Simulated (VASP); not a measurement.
Here is a VASP 6.6.1 calculation.

The input INCAR:

```
PREC = Accurate
ENCUT = 520
EDIFF = 1E-6
ISMEAR = 0
SIGMA = 0.05
LREAL = False
LASPH = True
NELM = 100
ALGO = Normal
ISIF = 2
LWAVE = False
LCHARG = True
GGA = PE
LELF = True
LVHAR = True
NBANDS = 26
```

Contents of KPOINTS:

```
regular mesh
0
Gamma
  12 12 6
```

File POSCAR:

```
GaN
1.0
    3.4115346514      0.0000000000      0.0000000000
   -1.7057673257      2.7872412019      0.0000000000
    0.0000000000      0.0000000000      5.2430304702
Ga N
2 2
Direct
    0.3333333333      0.6666666667      0.9991316875
    0.6666666667      0.3333333333      0.4991316875
    0.3333333333      0.6666666667      0.3758683125
    0.6666666667      0.3333333333      0.8758683125
```

Potentials or basis: VASP PAW PBE potentials, release 64 (Ga_d, N).

Run with:

```bash
$ cat potpaw_PBE.64/Ga_d/POTCAR potpaw_PBE.64/N/POTCAR > POTCAR
$ mpirun -np 1 vasp_std > vasp.out
```

Task: Predict the band gap on the k mesh.

Result: 1.26 eV, direct.

Task: What does it give for the pressure?

Result: -8.1 GPa.

Task: Estimate the largest force.

Result: 0.389 eV/Å.

Forces on the atoms (eV/Å):
```
Ga   0.000 -0.264 -0.166
Ga   0.000  0.264 -0.166
N    0.000 -0.352  0.166
N    0.000  0.352  0.166
```

Caveat: the cell differs from its parent crystal (strain +0.0600 x Voigt [1, 0, 0, 0, 0, 0]).
